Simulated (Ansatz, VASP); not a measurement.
## One calculation of Ir, two programs

```
Ir
1.0
    -2.47019    2.12028    1.30504
     2.12028   -2.47019    1.30504
     2.82761    2.82761   -1.94590
Ir
2
Cartesian
  -2.3656 2.0157 1.3050
  -0.0134 2.4911 0.3321
```

Alike in both runs: task single point; functional RPBE; k mesh 17 × 17 × 10; occupations fermi-dirac, width 0.1 eV; no spin polarisation.

|  | VASP | Ansatz |
| --- | --- | --- |
| version | VASP 6.6.1 | Ansatz 0.2.0 |
| potentials or method | VASP PAW PBE potentials, release 64 (Ir), cutoff 520 eV | plane waves (420 eV) with PAW, scalar-relativistic |
| valence electrons in the cell | 18 | 34 |

```tsv
	VASP	Ansatz	Ansatz less VASP
pressure (GPa)	12.9	12.6	-0.29
traceless stress, the component that is largest in VASP (GPa)	1.22	1.18	-0.037
```

VASP's potentials were made for PBE, not for RPBE. The functional is the same, so the differences come from potentials, cutoffs and numerics. VASP's potentials hold 18 valence electrons a cell and Ansatz's 34, so a difference there can come from the potentials and not from the codes. Ansatz's warnings: near symmetry operations not taken.

Spin-orbit coupling is off throughout.
